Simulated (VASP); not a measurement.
**Sb: single point with LDA**

Crystal: Sb.

```
Sb
1.0
     2.15060    1.24165    3.74400
    -2.15060    1.24165    3.74400
     0.00000   -2.48330    3.74400
Sb
2
Direct
  0.23364 0.23364 0.23364
  0.76636 0.76636 0.76636
```

- Program: VASP 6.6.1
- Task: single point
- Functional: LDA
- Potentials or basis: VASP PAW LDA potentials, release 64 (Sb_d_GW)
- Cutoff: 500 eV
- k mesh: 6 × 6 × 6
- Occupations: gaussian, width 0.1 eV
- Spin: no spin polarisation
- Dipole correction: no
- Second run: valence_matched
- Further INCAR settings: ALGO = Normal; EDIFF = 1e-06; NBANDS = 22

```json
{
 "Pressure": "-0.8 GPa",
 "Largest force": "0.051 eV/Å",
 "Band gap on the k mesh": "zero (band 15 reaches 5.26 eV, above the bottom of band 16 at 4.99 eV)"
}
```

Forces on the atoms (eV/Å):
```
Sb   0.000  0.000 -0.051
Sb   0.000  0.000  0.051
```

Stress tensor (GPa, compression positive):
```
-0.75  0.00  0.00
 0.00 -0.75  0.00
 0.00  0.00 -0.97
```

Levels at points of the mesh, in eV from the Fermi level:
```
           k point  band 12  band 13  band 14  band 15  band 16  band 17  band 18  band 19
(0.00, 0.00, 0.00)    -4.91    -2.09    -1.83    -1.83     2.08     2.67     2.67     5.15
(0.50, 0.00, 0.00)    -9.73    -1.94    -1.84    -0.33    -0.25     0.14     0.44     7.58
(0.50, 0.50, 0.00)    -8.07    -5.51    -3.80    -3.70     1.52     4.89     5.46     6.87
(0.50, 0.50, 0.50)    -9.10    -1.33    -1.33    -0.53     0.08     0.08     1.04     7.00
```

It took 53 s on 1 thread of Intel(R) Xeon(R) Platinum 8375C CPU @ 2.90GHz (Ice Lake) (shared host), peak memory 0.2 GiB.

Caveat: spin-orbit coupling is left out, which moves the levels of the heavy elements.
